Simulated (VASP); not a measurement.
# As in VASP: single point with PBE+D3(BJ)

Aim: the single point of As with PBE+D3(BJ).

All numbers are computed with VASP 6.6.1; they aren't measurements. Logs are shortened: lines on timing, memory, paths and dates and some standing lists are left out, and cuts for length are marked.

## Step 1: The cell of the first run

The cell holds a slab with vacuum, 2 atoms: a = 3.571 Å, b = 3.571 Å, c = 22.480 Å, α = 90.00°, β = 90.00°, γ = 120.00°.

## Step 2: Single point, PBE+D3(BJ)

Contents of INCAR:

```
  PREC = Accurate
  ENCUT = 400
  EDIFF = 1E-6
  ISMEAR = 0
  SIGMA = 0.04
  LREAL = F
  LASPH = T
  NELM = 120
  ALGO = Normal
  ISIF = 2
  LWAVE = F
  LCHARG = F
  LDIPOL = T
  IDIPOL = 3
  DIPOL = 0.5 0.5 0.628
  GGA = PE
  IVDW = 12
  NBANDS = 12
  GGA_COMPAT = F
  NELMDL = -8
```

Contents of KPOINTS:

```
regular mesh
0
Gamma
  12 12 1
```

Contents of POSCAR:

```
As
1.0
    3.5708954738      0.0000000000      0.0000000000
   -1.7854477369      3.0924861946      0.0000000000
    0.0000000000      0.0000000000     22.4800000000
As
2
Direct
    0.3333333333      0.6666666667      0.5965214396
    0.0000000000      0.0000000000      0.6584921643
```

Potentials or basis: VASP PAW PBE potentials, release 64 (As).

Command:

```bash
cat potpaw_PBE.64/As/POTCAR > POTCAR
mpirun -np 1 vasp_std > vasp.out
```

OUTCAR:

```text
PREC = Accurate
   ENCUT = 400
   EDIFF = 1E-6
   ISMEAR = 0
   LREAL = F
   LASPH = T
   NELM = 120
   ISIF = 2
   GGA = PE
   IVDW = 12
   NELMDL = -8
 IVDW          = 12

 ion  position               nearest neighbor table
   1  0.333  0.667  0.597-   2 2.49   2 2.49   2 2.49
   2  0.000  0.000  0.658-   1 2.49   1 2.49   1 2.49

  LATTYP: Found a hexagonal cell.
 ALAT       =     3.5708954738
 C/A-ratio  =     6.2953396886

  Lattice vectors:

 A1 = (   3.5708954738,   0.0000000000,   0.0000000000)
 A2 = (  -1.7854477369,   3.0924861946,   0.0000000000)
 A3 = (   0.0000000000,   0.0000000000,  22.4800000000)

Analysis of symmetry for initial positions (statically):
=====================================================================
 Subroutine PRICEL returns:
 Original cell was already a primitive cell.

 Routine SETGRP: Setting up the symmetry group for a
 hexagonal supercell.

 Subroutine GETGRP returns: Found 12 space group operations
 (whereof  6 operations were pure point group operations)
 out of a pool of 24 trial point group operations.

The static configuration has the point symmetry C_3v.
 The point group associated with its full space group is D_3d.

Analysis of symmetry for dynamics (positions and initial velocities):
=====================================================================
 Subroutine PRICEL returns:
 Original cell was already a primitive cell.

 Routine SETGRP: Setting up the symmetry group for a
 hexagonal supercell.

 Subroutine GETGRP returns: Found 12 space group operations
 (whereof  6 operations were pure point group operations)
 out of a pool of 24 trial point group operations.

The dynamic configuration has the point symmetry C_3v.
 The point group associated with its full space group is D_3d.

 Subroutine INISYM returns: Found 12 space group operations
 (whereof  6 operations are pure point group operations),
 and found     1 'primitive' translations

----------------------------------------------------------------------------------------

                                     Primitive cell

  volume of cell :     248.2454

  direct lattice vectors                    reciprocal lattice vectors
     3.570895474  0.000000000  0.000000000     0.280041801  0.161682209  0.000000000
    -1.785447737  3.092486195  0.000000000     0.000000000  0.323364418  0.000000000
     0.000000000  0.000000000 22.480000000     0.000000000  0.000000000  0.044483986

  length of vectors
     3.570895474  3.570895474 22.480000000     0.323364418  0.323364418  0.044483986

  position of ions in fractional coordinates (direct lattice)
[... 92 lines left out ...]
     AMIX     =   0.40;   BMIX     =  1.00
     AMIX_MAG =   1.60;   BMIX_MAG =  1.00
  volume/ion in A,a.u.               =     124.12       837.62
  Fermi-wavevector in a.u.,A,eV,Ry     =   0.561196  1.060506  4.285029  0.314941
  Thomas-Fermi vector in A             =   1.597391
   LORBIT       =      0    0 simple, 1 ext, 2 COOP (PROOUT), +10 PAW based schemes
   GGA     = PE    functional components
   LHFCALC =     F    Hartree Fock is set to
   AEXX    =    0.0000 exact exchange contribution
   IVDW    =    12    specifies the selected vdW correction
   LEPSILON=     F    determine dielectric tensor
   LRPA    =     F    only Hartree local field effects (RPA)
 non-spin polarized calculation
 Gauss-broadening in eV      SIGMA  =   0.04
  energy-cutoff  :      400.00
  volume of cell :      248.25
 maximum number of plane-waves:      4548
 NGX is ok and might be reduce to    24
   NGX = 11   NGY = 11   NGZ = 73

 dipolmoment           0.000000      0.000000     -0.000000 electrons x Angstroem

 number of electron      10.0000000 magnetization

 dipolmoment           0.000000      0.000000      0.000001 electrons x Angstroem

 Free energy of the ion-electron system (eV)
  ---------------------------------------------------
  ext. energy  EPLUGINS =         0.00000000
  ---------------------------------------------------
  free energy    TOTEN  =        -9.32742544 eV

  energy without entropy =       -9.32742544  energy(sigma->0) =       -9.32742544

 E-fermi :  -3.4181     XC(G=0):  -2.3472

 val. band max:       -3.6075618882   @ k =   0.0000   0.0000   0.0000
 cond. band min:      -2.0370510035   @ k =   0.3333   0.0000   0.0000
 fundamental gap:      1.5705108847
 Fermi energy:        -3.4180721492

 k-point     1 :       0.0000    0.0000    0.0000
  band No.  band energies     occupation
      1     -17.2901      2.00000
      2     -10.8565      2.00000
      3      -4.2668      2.00000
      4      -3.6076      2.00000
      5      -3.6076      2.00000
      6      -1.5649      0.00000
      7      -0.0736      0.00000
      8      -0.0736      0.00000
      9       1.1795      0.00000
     10       1.4200      0.00000
     11       2.0199      0.00000
     12       2.4501      0.00000
[... 256 lines left out ...]
 k-point    19 :       0.3333    0.3333    0.0000
  band No.  band energies     occupation
      1     -13.6374      2.00000
      2     -13.6374      2.00000
      3      -8.1258      2.00000
      4      -5.6719      2.00000
      5      -5.6719      2.00000
      6      -1.6883      0.00000
      7       0.9684      0.00000
      8       0.9684      0.00000
      9       4.4529      0.00000
     10       5.3767      0.00000
     11       5.3767      0.00000
     12       6.1465      0.00000

------------------------ aborting loop because EDIFF is reached ----------------------------------------

 vacuum level on the upper side and lower side of the slab       (xc-potential included)        -0.009        -0.009

 Edisp (eV)   -0.42403

 E8    (eV) :    -0.1924

  FORCE on cell =-STRESS in cart. coord.  units (eV):
  Direction    XX          YY          ZZ          XY          YZ          ZX
  --------------------------------------------------------------------------------------
  -------------------------------------------------------------------------------------
  Total       0.10626     0.10626     0.21256     0.00000    -0.00000     0.00000
  in kB       0.68583     0.68583     1.37185     0.00000    -0.00000     0.00000
  external pressure =        0.91 kB  Pullay stress =        0.00 kB

 VOLUME and BASIS-vectors are now :
 -----------------------------------------------------------------------------
  energy-cutoff  :      400.00
  volume of cell :      248.25
      direct lattice vectors                 reciprocal lattice vectors
     3.570895474  0.000000000  0.000000000     0.280041801  0.161682209  0.000000000
    -1.785447737  3.092486195  0.000000000     0.000000000  0.323364418  0.000000000
     0.000000000  0.000000000 22.480000000     0.000000000  0.000000000  0.044483986

 POSITION                                       TOTAL-FORCE (eV/Angst)
 -----------------------------------------------------------------------------------
     -0.00000      2.06166     13.40980        -0.000000      0.000000     -0.158369
      0.00000      0.00000     14.80290         0.000000      0.000000      0.158369
 -----------------------------------------------------------------------------------
    total drift:                                0.000000      0.000000      0.000006

  FREE ENERGIE OF THE ION-ELECTRON SYSTEM (eV)
  ---------------------------------------------------
  free  energy   TOTEN  =        -9.7514560108 eV

  energy  without entropy=       -9.7514560108  energy(sigma->0) =       -9.75145601

 vacuum level on the upper side and lower side of the slab         1.691         1.691
```

OSZICAR:

```text
N       E                     dE             d eps       ncg     rms          rms(c)
DAV:   1     0.555700753822E+02    0.55570E+02   -0.25243E+03   456   0.441E+02
DAV:   2    -0.374913701812E+01   -0.59319E+02   -0.53526E+02   704   0.876E+01
DAV:   3    -0.930039335492E+01   -0.55513E+01   -0.55343E+01   616   0.349E+01
[... 13 lines left out ...]
DAV:  17    -0.932740147019E+01   -0.48270E-04   -0.12155E-06   600   0.358E-03    0.829E-04
DAV:  18    -0.932741391747E+01   -0.12447E-04   -0.17412E-07   644   0.108E-03    0.428E-04
DAV:  19    -0.932742344595E+01   -0.95285E-05   -0.29027E-07   572   0.148E-03    0.269E-04
DAV:  20    -0.932742476943E+01   -0.13235E-05   -0.24435E-08   448   0.359E-04    0.102E-04
DAV:  21    -0.932742543673E+01   -0.66731E-06   -0.11861E-08   476   0.251E-04
   1 F= -.97514560E+01 E0= -.97514560E+01  d E =-.562248E-13
```

Wall time 1.7 min (1 thread of Intel Xeon 8259CL, shared host); peak memory 0.28 GiB.

What came out:

| Item | Value |
| --- | --- |
| Free energy | -9.7515 eV |
| Largest force | 0.158 eV/Å |
| Band gap on the k mesh | 1.57 eV (least direct gap 2.04 eV) |
| Dispersion energy per atom | -0.212 eV |

Forces in eV/Å, atoms in the order of the input:
```
As   0.000  0.000 -0.158
As   0.000  0.000  0.158
```

Levels at points of the mesh, in eV from the valence-band top:
```tsv
k point	band 2	band 3	band 4	band 5	band 6	band 7	band 8	band 9
(0.00, 0.00, 0.00)	-7.25	-0.66	0.00	0.00	2.04	3.53	3.53	4.79
(0.50, 0.00, 0.00)	-9.20	-3.51	-1.94	-1.66	1.94	3.09	4.55	6.21
```
